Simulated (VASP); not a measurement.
# Tb2GeO (Immm) in VASP: single point with PBE

Aim: the single point of Tb2GeO with PBE.

All numbers are computed with VASP 6.6.1; they aren't measurements. Logs are shortened: lines on timing, memory, paths and dates and some standing lists are left out, and cuts for length are marked.

**1. The cell of the first run**

Symmetry: Immm, No. 71, orthorhombic system. The conventional cell has a = 4.679 Å, b = 6.639 Å, c = 7.617 Å, α = 90.00°, β = 90.00°, γ = 90.00°. Within 2.6 Å of Tb (site symmetry mm2) lie 1 O at 1.99 Å. Within 3.9 Å of Ge (site symmetry mmm) lie 8 Tb at 2.97 to 3.87 Å and 2 O at 3.32 Å. O (site symmetry mmm) has 2 Tb at 1.99 Å within 2.6 Å.

The cell was built from a structure type or drawn by symmetry, and may not be a known phase.

**2. Single point, PBE**

Input file INCAR:

```
ALGO = Normal ; EDIFF = 1E-6
ENCUT = 600 ; GGA = PE
GGA_COMPAT = F ; ISIF = 2
ISMEAR = 0 ; LASPH = T
LCHARG = F ; LMAXMIX = 6
LREAL = F ; LWAVE = F
NBANDS = 27 ; NELM = 200
PREC = Accurate ; SIGMA = 0.15
```

Input file KPOINTS:

```
k-points
0
Gamma
  4 4 4
```

Input file POSCAR:

```
Tb2GeO
1.0
   -2.3397196624      3.8082684634      3.3195348455
    2.3397196624     -3.8082684634      3.3195348455
    2.3397196624      3.8082684634     -3.3195348455
Tb Ge O
2 1 1
Direct
    0.2391757895      0.5000000000      0.7391757895
    0.7608242105      0.5000000000      0.2608242105
    0.0000000000      0.0000000000      0.0000000000
    0.5000000000      0.5000000000      0.0000000000
```

Potentials or basis: VASP PAW PBE potentials, release 64 (Tb_3, Ge_d, O), 4f in core.

Launch:

```bash
$ cat potpaw_PBE.64/Tb_3/POTCAR potpaw_PBE.64/Ge_d/POTCAR potpaw_PBE.64/O/POTCAR > POTCAR
$ mpirun -np 1 vasp_std > vasp.out
```

OUTCAR:

```text
EDIFF = 1E-6
   ENCUT = 600
   GGA = PE
   ISIF = 2
   ISMEAR = 0
   LASPH = T
   LREAL = F
   NELM = 200
   PREC = Accurate

 ion  position               nearest neighbor table
   1  0.239  0.500  0.739-   4 1.99   3 2.97   3 2.97   2 3.64
   2  0.761  0.500  0.261-   4 1.99   3 2.97   3 2.97   1 3.64
   3  0.000  0.000  0.000-   1 2.97   2 2.97   1 2.97   2 2.97
   4  0.500  0.500  0.000-   1 1.99   2 1.99

  LATTYP: Found a body centered orthorhombic cell.
 ALAT       =     4.6794393248
 B/A-ratio  =     1.4187746074
 C/A-ratio  =     1.6276601529

  Lattice vectors:

 A1 = (   2.3397196624,  -3.8082684634,  -3.3195348455)
 A2 = (  -2.3397196624,  -3.8082684634,   3.3195348455)
 A3 = (  -2.3397196624,   3.8082684634,  -3.3195348455)

Analysis of symmetry for initial positions (statically):
=====================================================================
 Subroutine PRICEL returns:
 Original cell was already a primitive cell.

 Routine SETGRP: Setting up the symmetry group for a
 body centered orthorhombic supercell.

 Subroutine GETGRP returns: Found  8 space group operations
 (whereof  8 operations were pure point group operations)
 out of a pool of  8 trial point group operations.

The static configuration has the point symmetry D_2h.

Analysis of symmetry for dynamics (positions and initial velocities):
=====================================================================
 Subroutine PRICEL returns:
 Original cell was already a primitive cell.

 Routine SETGRP: Setting up the symmetry group for a
 body centered orthorhombic supercell.

 Subroutine GETGRP returns: Found  8 space group operations
 (whereof  8 operations were pure point group operations)
 out of a pool of  8 trial point group operations.

The dynamic configuration has the point symmetry D_2h.

 Subroutine INISYM returns: Found  8 space group operations
 (whereof  8 operations are pure point group operations),
 and found     1 'primitive' translations

----------------------------------------------------------------------------------------

                                     Primitive cell

  volume of cell :     118.3119

  direct lattice vectors                    reciprocal lattice vectors
    -2.339719662  3.808268463  3.319534846     0.000000000  0.131293265  0.150623513
     2.339719662 -3.808268463  3.319534846     0.213700816  0.000000000  0.150623513
     2.339719662  3.808268463 -3.319534846     0.213700816  0.131293265  0.000000000

  length of vectors
     5.567450797  5.567450797  5.567450797     0.199813323  0.261448812  0.250810606

  position of ions in fractional coordinates (direct lattice)
     0.239175790  0.500000000  0.739175790
     0.760824210  0.500000000  0.260824210
     0.000000000  0.000000000  0.000000000
     0.500000000  0.500000000  0.000000000

  ion indices of the primitive-cell ions
   primitive index   ion index
                 1           1
                 2           2
                 3           3
                 4           4

----------------------------------------------------------------------------------------

 KPOINTS: k-points

Automatic generation of k-mesh.
 Grid dimensions read from file:
 generate k-points for:    4    4    4

 Generating k-lattice:

  Cartesian coordinates                     Fractional coordinates (reciprocal lattice)
     0.000000000  0.032823316  0.037655878     0.250000000  0.000000000 -0.000000000
     0.053425204  0.000000000  0.037655878     0.000000000  0.250000000 -0.000000000
     0.053425204  0.032823316  0.000000000     0.000000000  0.000000000  0.250000000

  Length of vectors
     0.049953331  0.065362203  0.062702651

  Shift w.r.t. Gamma in fractional coordinates (k-lattice)
     0.000000000  0.000000000  0.000000000

 Subroutine IBZKPT returns following result:
 ===========================================

 Found     18 irreducible k-points:

 Following reciprocal coordinates:
            Coordinates               Weight
  0.000000  0.000000  0.000000      1.000000
  0.250000 -0.000000  0.000000      4.000000
  0.500000 -0.000000  0.000000      2.000000
  0.000000  0.250000 -0.000000      4.000000
  0.250000  0.250000 -0.000000      8.000000
  0.500000  0.250000  0.000000      8.000000
[... 10 lines left out ...]
 -0.250000 -0.250000  0.250000      2.000000
  0.500000  0.500000  0.500000      1.000000
   k-points           NKPTS =     18   k-points in BZ     NKDIM =     18   number of bands    NBANDS=     27
   number of dos      NEDOS =    301   number of ions     NIONS =      4
   total plane-waves  NPLWV = 110592
   dimension x,y,z NGX =    48 NGY =   48 NGZ =   48
   dimension x,y,z NGXF=    96 NGYF=   96 NGZF=   96
   ions per type =               2   1   1
   NGX,Y,Z   is equivalent  to a cutoff of  14.33, 14.33, 14.33 a.u.
   NGXF,Y,Z  is equivalent  to a cutoff of  28.67, 28.67, 28.67 a.u.
 SYSTEM =  unknown system
   PREC   = accura    normal or accurate (medium, high low for compatibility)
   ISTART =      0    job   : 0-new  1-cont  2-samecut
   ICHARG =      2    charge: 1-file 2-atom 10-const
   ISPIN  =      1    spin polarized calculation?
   LNONCOLLINEAR =      F non collinear calculations
   LSORBIT =      F    spin-orbit coupling
   LASPH  =      T    aspherical Exc in radial PAW
   ENCUT  =  600.0 eV  44.10 Ry    6.64 a.u.  11.12 11.12 11.12*2*pi/ulx,y,z
   NELM   =    200;   NELMIN=  2; NELMDL= -5     # of ELM steps
   EDIFF  = 0.1E-05   stopping-criterion for ELM
   LREAL  =      F    real-space projection
   EDIFFG = 0.1E-04   stopping-criterion for IOM
   NSW    =      0    number of steps for IOM
   IBRION =     -1    ionic relax: 0-MD 1-quasi-New 2-CG
   NFREE  =      0    steps in history (QN), initial steepest desc. (CG)
   ISIF   =      2    stress and relaxation
   ISYM   =      2    0-nonsym 1-usesym 2-fastsym
   POTIM  = 0.5000    time-step for ionic-motion
   TEBEG  =    0.0;   TEEND  =   0.0 temperature during run
   PSTRESS=    0.0 pullay stress
   NELECT =      38.0000    total number of electrons
   NUPDOWN=      -1.0000    fix difference up-down
   EMIN   =  10.00;   EMAX   =-10.00  energy-range for DOS
   EFERMI =   0.00;   METHOD = LEGACY
   ISMEAR =     0;   SIGMA  =   0.15  broadening in eV -4-tet -1-fermi 0-gaus
   EFERMI_NEDOS =   21; number of points for ismear=-14 and -15
   IALGO  =     38    algorithm
   IMIX   =      4    mixing-type and parameters
     AMIX     =   0.40;   BMIX     =  1.00
     AMIX_MAG =   1.60;   BMIX_MAG =  1.00
  volume/ion in A,a.u.               =      29.58       199.60
  Fermi-wavevector in a.u.,A,eV,Ry     =   1.121140  2.118647 17.101908  1.256955
  Thomas-Fermi vector in A             =   2.257791
   LORBIT       =      0    0 simple, 1 ext, 2 COOP (PROOUT), +10 PAW based schemes
   GGA     = PE    functional components
   LHFCALC =     F    Hartree Fock is set to
   AEXX    =    0.0000 exact exchange contribution
   IVDW    =     0    specifies the selected vdW correction
   LEPSILON=     F    determine dielectric tensor
   LRPA    =     F    only Hartree local field effects (RPA)
 non-spin polarized calculation
 Gauss-broadening in eV      SIGMA  =   0.15
  energy-cutoff  :      600.00
  volume of cell :      118.31
 maximum number of plane-waves:      3971
 NGX is ok and might be reduce to    48
   NGX = 23   NGY = 23   NGZ = 23

 number of electron      37.9999999 magnetization

 Free energy of the ion-electron system (eV)
  ---------------------------------------------------
  ext. energy  EPLUGINS =         0.00000000
  ---------------------------------------------------
  free energy    TOTEN  =       -23.34310985 eV

  energy without entropy =      -23.33344870  energy(sigma->0) =      -23.33827927

 E-fermi :   2.2333     XC(G=0):  -8.7336

 val. band max:        2.2281451352   @ k =   0.5000   0.5000   0.5000
 cond. band min:       2.6305856938   @ k =   0.2500   0.2500   0.2500
 fundamental gap:      0.4024405586
 Fermi energy:         2.2333185957

 k-point     1 :       0.0000    0.0000    0.0000
  band No.  band energies     occupation
      1     -21.5622      2.00000
      2     -21.2659      2.00000
      3     -21.2555      2.00000
      4     -21.2484      2.00000
      5     -21.2168      2.00000
      6     -21.1385      2.00000
[... 19 lines left out ...]
     26       6.2787      0.00000
     27       6.3451      0.00000

 k-point     2 :       0.2500   -0.0000    0.0000
  band No.  band energies     occupation
      1     -21.5049      2.00000
      2     -21.2643      2.00000
      3     -21.2615      2.00000
      4     -21.2473      2.00000
      5     -21.2168      2.00000
      6     -21.1571      2.00000
[... 19 lines left out ...]
     26       6.1350      0.00000
     27       6.1505      0.00000

 k-point     3 :       0.5000   -0.0000    0.0000
  band No.  band energies     occupation
      1     -21.4209      2.00000
      2     -21.2840      2.00000
      3     -21.2624      2.00000
      4     -21.2463      2.00000
      5     -21.2167      2.00000
      6     -21.1851      2.00000
[... 19 lines left out ...]
     26       6.6419      0.00000
     27       6.7132      0.00000

 k-point     4 :       0.0000    0.2500   -0.0000
  band No.  band energies     occupation
      1     -21.5478      2.00000
      2     -21.2705      2.00000
      3     -21.2628      2.00000
      4     -21.2330      2.00000
      5     -21.2192      2.00000
      6     -21.1528      2.00000
[... 19 lines left out ...]
     26       6.3052      0.00000
     27       6.5149      0.00000

 k-point     5 :       0.2500    0.2500   -0.0000
  band No.  band energies     occupation
      1     -21.5027      2.00000
      2     -21.2798      2.00000
      3     -21.2612      2.00000
      4     -21.2202      2.00000
      5     -21.2186      2.00000
      6     -21.1585      2.00000
[... 19 lines left out ...]
     26       6.0250      0.00000
     27       6.5597      0.00000

 k-point     6 :       0.5000    0.2500    0.0000
  band No.  band energies     occupation
      1     -21.4488      2.00000
      2     -21.2861      2.00000
      3     -21.2616      2.00000
      4     -21.2193      2.00000
      5     -21.1903      2.00000
      6     -21.1755      2.00000
[... 264 lines left out ...]
      1     -21.4226      2.00000
      2     -21.2822      2.00000
      3     -21.2633      2.00000
      4     -21.2464      2.00000
      5     -21.2168      2.00000
      6     -21.1851      2.00000
[... 19 lines left out ...]
     26       6.5701      0.00000
     27       6.6698      0.00000

 k-point    16 :       0.5000   -0.2500    0.2500
  band No.  band energies     occupation
      1     -21.5092      2.00000
      2     -21.2704      2.00000
      3     -21.2615      2.00000
      4     -21.2442      2.00000
      5     -21.2167      2.00000
      6     -21.1600      2.00000
[... 19 lines left out ...]
     26       6.0530      0.00000
     27       6.5755      0.00000

 k-point    17 :      -0.2500   -0.2500    0.2500
  band No.  band energies     occupation
      1     -21.5664      2.00000
      2     -21.2625      2.00000
      3     -21.2617      2.00000
      4     -21.2452      2.00000
      5     -21.2168      2.00000
      6     -21.1427      2.00000
[... 19 lines left out ...]
     26       5.3612      0.00000
     27       5.4615      0.00000

 k-point    18 :       0.5000    0.5000    0.5000
  band No.  band energies     occupation
      1     -21.5723      2.00000
      2     -21.2666      2.00000
      3     -21.2604      2.00000
      4     -21.2422      2.00000
      5     -21.2167      2.00000
      6     -21.1458      2.00000
[... 19 lines left out ...]
     26       6.1585      0.00000
     27       6.4284      0.00000

------------------------ aborting loop because EDIFF is reached ----------------------------------------

  FORCE on cell =-STRESS in cart. coord.  units (eV):
  Direction    XX          YY          ZZ          XY          YZ          ZX
  --------------------------------------------------------------------------------------
  -------------------------------------------------------------------------------------
  Total        0.3169605      1.5253417     -0.1356780      0.0000000      0.0000000     -0.0000000
  in kB        4.2922705     20.6561371     -1.8373480      0.0000000      0.0000000     -0.0000000
  external PRESSURE =       7.7036865 kB  Pullay stress =       0.0000000 kB

 VOLUME and BASIS-vectors are now :
 -----------------------------------------------------------------------------
  energy-cutoff  :      600.00
  volume of cell :      118.31
      direct lattice vectors                 reciprocal lattice vectors
    -2.339719662  3.808268463  3.319534846     0.000000000  0.131293265  0.150623513
     2.339719662 -3.808268463  3.319534846     0.213700816  0.000000000  0.150623513
     2.339719662  3.808268463 -3.319534846     0.213700816  0.131293265  0.000000000

 POSITION                                       TOTAL-FORCE (eV/Angst)
 -----------------------------------------------------------------------------------
      2.33972      1.82169      0.00000        -0.000000     -0.231704     -0.000000
      0.00000      1.98658      3.31953        -0.000000      0.231704     -0.000000
      0.00000      0.00000      0.00000         0.000000     -0.000000      0.000000
      0.00000      0.00000      3.31953        -0.000000      0.000000     -0.000000
 -----------------------------------------------------------------------------------
    total drift:                               -0.000000      0.000000      0.000000

  FREE ENERGIE OF THE ION-ELECTRON SYSTEM (eV)
  ---------------------------------------------------
  free  energy   TOTEN  =       -23.3431098477 eV

  energy  without entropy=      -23.3334486970  energy(sigma->0) =      -23.33827927
```

It took 73 s on 1 thread of AMD EPYC 9R45 (Zen 5), shared host; peak memory 0.33 GiB.

Results:

```
Free energy            : -23.3431 eV
Pressure               : 0.8 GPa
Largest force          : 0.232 eV/Å
Band gap on the k mesh : zero (bands 19 and 20 overlap by 0.01 eV)
```

Forces in eV/Å, atoms in the order of the input:
```
Tb   0.000 -0.232  0.000
Tb   0.000  0.232  0.000
Ge   0.000  0.000  0.000
O    0.000  0.000  0.000
```

Caveat: the k points lie up to 0.39 Å⁻¹ apart; spin-orbit coupling is left out, which moves the levels of the heavy elements; the 4f electrons are frozen in the core, so they carry no moment and show no levels; the run has no spin polarisation, though such a crystal can be magnetic.
